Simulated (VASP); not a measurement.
# ZrAsRu (P-62m) in VASP: single point with LDA

Aim: the single point of ZrAsRu with LDA.

Everything below comes from runs of VASP 6.6.1. Logs are shortened: lines on timing, memory, paths and dates and some standing lists are left out, and cuts for length are marked.

### 1 The cell of the first run

Symmetry: P-62m, No. 189, hexagonal system. The conventional cell has a = 6.510 Å, b = 6.510 Å, c = 3.864 Å, α = 90.00°, β = 90.00°, γ = 120.00°. Zr (site symmetry m2m) has 5 As at 2.72 to 2.75 Å and 6 Ru at 2.93 to 3.06 Å and 4 Zr at 3.38 Å within 3.6 Å. As (site symmetry -62m) has 6 Ru at 2.50 Å and 3 Zr at 2.72 Å within 3.3 Å. As (site symmetry -6) has 3 Ru at 2.51 Å and 6 Zr at 2.75 Å within 3.3 Å. Within 3.3 Å of Ru (site symmetry m2m) lie 4 As at 2.50 to 2.51 Å and 2 Ru at 2.74 Å and 6 Zr at 2.93 to 3.06 Å.

### 2 Single point, LDA

File INCAR:

```
  PREC = Accurate
  ENCUT = 520
  EDIFF = 1E-6
  ISMEAR = 1
  SIGMA = 0.15
  LREAL = False
  LASPH = True
  NELM = 60
  ALGO = Normal
  ISIF = 2
  LWAVE = False
  LCHARG = False
  GGA = CA
  NBANDS = 56
```

File KPOINTS:

```
regular mesh
0
Gamma
  5 5 7
```

File POSCAR:

```
ZrAsRu
1.0
    6.5096221765      0.0000000000      0.0000000000
   -3.2548110883      5.6374981739      0.0000000000
    0.0000000000      0.0000000000      3.8644354312
Zr As Ru
3 3 3
Direct
    0.4178929591      0.4178929591      0.5000000000
    0.0000000000      0.5821070409      0.5000000000
    0.5821070409      0.0000000000      0.5000000000
    0.0000000000      0.0000000000      0.5000000000
    0.6666666667      0.3333333333      0.0000000000
    0.3333333333      0.6666666667      0.0000000000
    0.0000000000      0.2433875859      0.0000000000
    0.2433875859      0.0000000000      0.0000000000
    0.7566124141      0.7566124141      0.0000000000
```

Potentials or basis: VASP PAW LDA potentials, release 64 (Zr_sv, As, Ru_pv).

Started as:

```console
$ cat potpaw_LDA.64/Zr_sv/POTCAR potpaw_LDA.64/As/POTCAR potpaw_LDA.64/Ru_pv/POTCAR > POTCAR
$ mpirun -np 1 vasp_std > vasp.out
```

OUTCAR:

```text
PREC = Accurate
   ENCUT = 520
   EDIFF = 1E-6
   ISMEAR = 1
   LREAL = False
   LASPH = True
   NELM = 60
   ISIF = 2
   GGA = CA

 ion  position               nearest neighbor table
   1  0.418  0.418  0.500-   4 2.72   5 2.75   5 2.75   6 2.75   6 2.75   9 2.93   9 2.93   7 3.06
                             7 3.06   8 3.06   8 3.06   2 3.38   2 3.38   3 3.38   3 3.38
   2  0.000  0.582  0.500-   4 2.72   6 2.75   6 2.75   5 2.75   5 2.75   7 2.93   7 2.93   8 3.06
                             8 3.06   9 3.06   9 3.06   3 3.38   1 3.38   3 3.38   1 3.38
   3  0.582  0.000  0.500-   4 2.72   5 2.75   5 2.75   6 2.75   6 2.75   8 2.93   8 2.93   7 3.06
                             7 3.06   9 3.06   9 3.06   2 3.38   2 3.38   1 3.38   1 3.38
   4  0.000  0.000  0.500-   9 2.50   9 2.50   8 2.50   8 2.50   7 2.50   7 2.50   1 2.72   3 2.72
                             2 2.72
   5  0.667  0.333  0.000-   7 2.51   8 2.51   9 2.51   3 2.75   3 2.75   2 2.75   2 2.75   1 2.75
                             1 2.75
   6  0.333  0.667  0.000-   8 2.51   7 2.51   9 2.51   2 2.75   2 2.75   3 2.75   3 2.75   1 2.75
                             1 2.75
   7  0.000  0.243  0.000-   4 2.50   4 2.50   5 2.51   6 2.51   9 2.74   8 2.74   2 2.93   2 2.93
                             3 3.06   3 3.06   1 3.06   1 3.06
   8  0.243  0.000  0.000-   4 2.50   4 2.50   6 2.51   5 2.51   9 2.74   7 2.74   3 2.93   3 2.93
                             2 3.06   2 3.06   1 3.06   1 3.06
   9  0.757  0.757  0.000-   4 2.50   4 2.50   6 2.51   5 2.51   8 2.74   7 2.74   1 2.93   1 2.93
                             2 3.06   2 3.06   3 3.06   3 3.06

  LATTYP: Found a hexagonal cell.
 ALAT       =     6.5096221765
 C/A-ratio  =     0.5936497275

  Lattice vectors:

 A1 = (   6.5096221765,   0.0000000000,   0.0000000000)
 A2 = (  -3.2548110883,   5.6374981739,   0.0000000000)
 A3 = (   0.0000000000,   0.0000000000,   3.8644354312)

Analysis of symmetry for initial positions (statically):
=====================================================================
 Subroutine PRICEL returns:
 Original cell was already a primitive cell.

 Routine SETGRP: Setting up the symmetry group for a
 hexagonal supercell.

 Subroutine GETGRP returns: Found 12 space group operations
 (whereof 12 operations were pure point group operations)
 out of a pool of 24 trial point group operations.

The static configuration has the point symmetry D_3h.

Analysis of symmetry for dynamics (positions and initial velocities):
=====================================================================
 Subroutine PRICEL returns:
 Original cell was already a primitive cell.

 Routine SETGRP: Setting up the symmetry group for a
 hexagonal supercell.

 Subroutine GETGRP returns: Found 12 space group operations
 (whereof 12 operations were pure point group operations)
 out of a pool of 24 trial point group operations.

The dynamic configuration has the point symmetry D_3h.

 Subroutine INISYM returns: Found 12 space group operations
 (whereof 12 operations are pure point group operations),
 and found     1 'primitive' translations

----------------------------------------------------------------------------------------

                                     Primitive cell

  volume of cell :     141.8170

  direct lattice vectors                    reciprocal lattice vectors
     6.509622176  0.000000000  0.000000000     0.153618747  0.088691825  0.000000000
    -3.254811088  5.637498174  0.000000000     0.000000000  0.177383649  0.000000000
     0.000000000  0.000000000  3.864435431     0.000000000  0.000000000  0.258770011

  length of vectors
     6.509622176  6.509622177  3.864435431     0.177383649  0.177383649  0.258770011

  position of ions in fractional coordinates (direct lattice)
     0.417892959  0.417892959  0.500000000
     0.000000000  0.582107041  0.500000000
     0.582107041  0.000000000  0.500000000
     0.000000000  0.000000000  0.500000000
     0.666666667  0.333333333  0.000000000
     0.333333333  0.666666667  0.000000000
     0.000000000  0.243387586  0.000000000
     0.243387586  0.000000000  0.000000000
     0.756612414  0.756612414  0.000000000

  ion indices of the primitive-cell ions
   primitive index   ion index
                 1           1
                 2           2
                 3           3
                 4           4
                 5           5
                 6           6
                 7           7
                 8           8
                 9           9

----------------------------------------------------------------------------------------

 KPOINTS: regular mesh

Automatic generation of k-mesh.
 Grid dimensions read from file:
 generate k-points for:    5    5    7

 Generating k-lattice:

  Cartesian coordinates                     Fractional coordinates (reciprocal lattice)
     0.030723749  0.017738365  0.000000000     0.200000000 -0.000000000  0.000000000
     0.000000000  0.035476730  0.000000000     0.000000000  0.200000000  0.000000000
     0.000000000  0.000000000  0.036967144     0.000000000  0.000000000  0.142857143

  Length of vectors
     0.035476730  0.035476730  0.036967144

  Shift w.r.t. Gamma in fractional coordinates (k-lattice)
     0.000000000  0.000000000  0.000000000

 Subroutine IBZKPT returns following result:
 ===========================================

 Found     20 irreducible k-points:

 Following reciprocal coordinates:
            Coordinates               Weight
  0.000000  0.000000  0.000000      1.000000
  0.200000  0.000000  0.000000      6.000000
  0.400000  0.000000  0.000000      6.000000
  0.200000  0.200000  0.000000      6.000000
  0.400000  0.200000  0.000000      6.000000
  0.000000  0.000000  0.142857      2.000000
[... 12 lines left out ...]
  0.200000  0.200000  0.428571     12.000000
  0.400000  0.200000  0.428571     12.000000
   k-points           NKPTS =     20   k-points in BZ     NKDIM =     20   number of bands    NBANDS=     56
   number of dos      NEDOS =    301   number of ions     NIONS =      9
   total plane-waves  NPLWV =  69120
   dimension x,y,z NGX =    48 NGY =   48 NGZ =   30
   dimension x,y,z NGXF=    96 NGYF=   96 NGZF=   60
   ions per type =               3   3   3
   NGX,Y,Z   is equivalent  to a cutoff of  12.26, 12.26, 12.91 a.u.
   NGXF,Y,Z  is equivalent  to a cutoff of  24.52, 24.52, 25.81 a.u.
 SYSTEM =  unknown system
   PREC   = accura    normal or accurate (medium, high low for compatibility)
   ISTART =      0    job   : 0-new  1-cont  2-samecut
   ICHARG =      2    charge: 1-file 2-atom 10-const
   ISPIN  =      1    spin polarized calculation?
   LNONCOLLINEAR =      F non collinear calculations
   LSORBIT =      F    spin-orbit coupling
   LASPH  =      T    aspherical Exc in radial PAW
   ENCUT  =  520.0 eV  38.22 Ry    6.18 a.u.  12.10 12.10  7.19*2*pi/ulx,y,z
   NELM   =     60;   NELMIN=  2; NELMDL= -5     # of ELM steps
   EDIFF  = 0.1E-05   stopping-criterion for ELM
   LREAL  =      F    real-space projection
   EDIFFG = 0.1E-04   stopping-criterion for IOM
   NSW    =      0    number of steps for IOM
   IBRION =     -1    ionic relax: 0-MD 1-quasi-New 2-CG
   NFREE  =      0    steps in history (QN), initial steepest desc. (CG)
   ISIF   =      2    stress and relaxation
   ISYM   =      2    0-nonsym 1-usesym 2-fastsym
   POTIM  = 0.5000    time-step for ionic-motion
   TEBEG  =    0.0;   TEEND  =   0.0 temperature during run
   PSTRESS=    0.0 pullay stress
   NELECT =      93.0000    total number of electrons
   NUPDOWN=      -1.0000    fix difference up-down
   EMIN   =  10.00;   EMAX   =-10.00  energy-range for DOS
   EFERMI =   0.00;   METHOD = LEGACY
   ISMEAR =     1;   SIGMA  =   0.15  broadening in eV -4-tet -1-fermi 0-gaus
   EFERMI_NEDOS =   21; number of points for ismear=-14 and -15
   IALGO  =     38    algorithm
   IMIX   =      4    mixing-type and parameters
     AMIX     =   0.40;   BMIX     =  1.00
     AMIX_MAG =   1.60;   BMIX_MAG =  1.00
  volume/ion in A,a.u.               =      15.76       106.34
  Fermi-wavevector in a.u.,A,eV,Ry     =   1.422306  2.687769 27.523968  2.022955
  Thomas-Fermi vector in A             =   2.543024
   LORBIT       =      0    0 simple, 1 ext, 2 COOP (PROOUT), +10 PAW based schemes
   GGA     = CA    functional components
   LHFCALC =     F    Hartree Fock is set to
   AEXX    =    0.0000 exact exchange contribution
   IVDW    =     0    specifies the selected vdW correction
   LEPSILON=     F    determine dielectric tensor
   LRPA    =     F    only Hartree local field effects (RPA)
 non-spin polarized calculation
 Methfessel and Paxton  Order N= 1 SIGMA  =   0.15
  energy-cutoff  :      520.00
  volume of cell :      141.82
 maximum number of plane-waves:      3842
   NGX = 25   NGY = 25   NGZ = 15

 number of electron      93.0000005 magnetization

 Free energy of the ion-electron system (eV)
  ---------------------------------------------------
  ext. energy  EPLUGINS =         0.00000000
  ---------------------------------------------------
  free energy    TOTEN  =       -84.46144802 eV

  energy without entropy =      -84.44314982  energy(sigma->0) =      -84.45534862

 E-fermi :  11.3028     XC(G=0): -12.7621

 val. band max:       11.3025233748   @ k =   0.4000   0.0000   0.2857
 cond. band min:      11.3139145453   @ k =   0.0000   0.0000   0.1429
 fundamental gap:      0.0113911705
 Fermi energy:        11.3028356719

 k-point     1 :       0.0000    0.0000    0.0000
  band No.  band energies     occupation
      1     -37.4876      2.00000
      2     -37.4476      2.00000
      3     -37.4476      2.00000
      4     -31.4535      2.00000
      5     -31.2233      2.00000
      6     -31.2233      2.00000
[... 48 lines left out ...]
     55      13.9348     -0.00000
     56      13.9356     -0.00000

 k-point     2 :       0.2000    0.0000    0.0000
  band No.  band energies     occupation
      1     -37.4843      2.00000
      2     -37.4510      2.00000
      3     -37.4475      2.00000
      4     -31.4527      2.00000
      5     -31.2239      2.00000
      6     -31.2239      2.00000
[... 48 lines left out ...]
     55      13.7102     -0.00000
     56      13.9667     -0.00000

 k-point     3 :       0.4000    0.0000    0.0000
  band No.  band energies     occupation
      1     -37.4767      2.00000
      2     -37.4588      2.00000
      3     -37.4474      2.00000
      4     -31.4514      2.00000
      5     -31.2249      2.00000
      6     -31.2249      2.00000
[... 936 lines left out ...]
 k-point    19 :       0.2000    0.2000    0.4286
  band No.  band energies     occupation
      1     -37.4737      2.00000
      2     -37.4510      2.00000
      3     -37.4418      2.00000
      4     -31.4512      2.00000
      5     -31.2247      2.00000
      6     -31.2232      2.00000
[... 48 lines left out ...]
     55      13.7778     -0.00000
     56      14.5712      0.00000

 k-point    20 :       0.4000    0.2000    0.4286
  band No.  band energies     occupation
      1     -37.4665      2.00000
      2     -37.4580      2.00000
      3     -37.4420      2.00000
      4     -31.4508      2.00000
      5     -31.2244      2.00000
      6     -31.2229      2.00000
[... 48 lines left out ...]
     55      14.1267     -0.00000
     56      14.1302     -0.00000

------------------------ aborting loop because EDIFF is reached ----------------------------------------

  FORCE on cell =-STRESS in cart. coord.  units (eV):
  Direction    XX          YY          ZZ          XY          YZ          ZX
  --------------------------------------------------------------------------------------
  -------------------------------------------------------------------------------------
  Total        0.8002875      0.8002875      0.5342759     -0.0000000      0.0000000      0.0000000
  in kB        9.0412477      9.0412477      6.0359813     -0.0000000      0.0000000      0.0000000
  external PRESSURE =       8.0394922 kB  Pullay stress =       0.0000000 kB

 VOLUME and BASIS-vectors are now :
 -----------------------------------------------------------------------------
  energy-cutoff  :      520.00
  volume of cell :      141.82
      direct lattice vectors                 reciprocal lattice vectors
     6.509622176  0.000000000  0.000000000     0.153618747  0.088691825  0.000000000
    -3.254811088  5.637498174  0.000000000     0.000000000  0.177383649  0.000000000
     0.000000000  0.000000000  3.864435431     0.000000000  0.000000000  0.258770011

 POSITION                                       TOTAL-FORCE (eV/Angst)
 -----------------------------------------------------------------------------------
      1.36016      2.35587      1.93222         0.001249      0.002164      0.000000
     -1.89465      3.28163      1.93222         0.001249     -0.002164     -0.000000
      3.78930      0.00000      1.93222        -0.002499     -0.000000     -0.000000
      0.00000      0.00000      1.93222        -0.000000     -0.000000     -0.000000
      3.25481      1.87917      0.00000        -0.000000     -0.000000     -0.000000
     -0.00000      3.75833      0.00000         0.000000     -0.000000     -0.000000
     -0.79218      1.37210      0.00000        -0.007508      0.013005     -0.000000
      1.58436      0.00000      0.00000         0.015017     -0.000000      0.000000
      2.46263      4.26540      0.00000        -0.007508     -0.013005      0.000000
 -----------------------------------------------------------------------------------
    total drift:                                0.000001      0.000001      0.000000

  FREE ENERGIE OF THE ION-ELECTRON SYSTEM (eV)
  ---------------------------------------------------
  free  energy   TOTEN  =       -84.4614480169 eV

  energy  without entropy=      -84.4431498222  energy(sigma->0) =      -84.45534862
```

It took 2.2 min on 1 thread of Intel Xeon Platinum 8375C at 2.90GHz (Ice Lake), shared host; peak memory 0.29 GiB.

What came out:

| Property | Result |
| --- | --- |
| Free energy | -84.4614 eV |
| Pressure | 0.8 GPa |
| Largest force | 0.015 eV/Å |
| Band gap on the k mesh | zero (an odd number of electrons rules out a gap without spin polarisation) |

Forces on the atoms (eV/Å):
```
Zr   0.001  0.002  0.000
Zr   0.001 -0.002  0.000
Zr  -0.002  0.000  0.000
As   0.000  0.000  0.000
As   0.000  0.000  0.000
As   0.000  0.000  0.000
Ru  -0.008  0.013  0.000
Ru   0.015  0.000  0.000
Ru  -0.008 -0.013  0.000
```

Levels at points of the mesh, in eV from the Fermi level:
```
           k point  band 44  band 45  band 46  band 47  band 48  band 49  band 50  band 51
(0.00, 0.00, 0.00)    -0.58    -0.11    -0.11     0.01     0.47     0.85     0.85     0.86
```
